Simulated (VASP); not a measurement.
Runs of VASP 6.6.1 on Mo3W. The structure is that of space group Fm-3m (No. 225), or close to it. The cells are those of the table. 

```csv
task,level,spin,cell,k mesh,cutoff (eV),gap on the mesh (eV),pressure (GPa)
single point,PBE,off,"a = 4.622 Å, angles 60.0°, 4 atoms",12 × 12 × 12,500,none,-20.7
single point,PBE,collinear,"a = 4.477 Å, angles 60.0°, 4 atoms",6 × 6 × 6,500,none,(a)
relaxation of cell and atoms,PBE,off,"relaxed from a = 4.477 Å, angles 60.0°, 4 atoms",12 × 12 × 12,500,none,0.0
single point,r2SCAN,off,"a = 4.477 Å, angles 60.0°, 4 atoms",12 × 12 × 12,550,none,-1.8
```

Alike in all rows: potentials or basis VASP PAW PBE potentials, release 64 (Mo_sv, W_sv); smearing gaussian 0.1 eV.

Problem. Estimate the missing entries.

Solution. (a) 0.5.

Caveats: spin-orbit coupling is left out, which moves the levels of the heavy elements; the cell stands under tension (at least some runs); the PAW data sets were made with another functional, which shifts forces and pressure a little (at least some runs).

A k mesh can miss the band edges, and the runs leave out spin-orbit coupling on Mo, W.

A gap of «none» marks levels without a gap at the run's occupations.
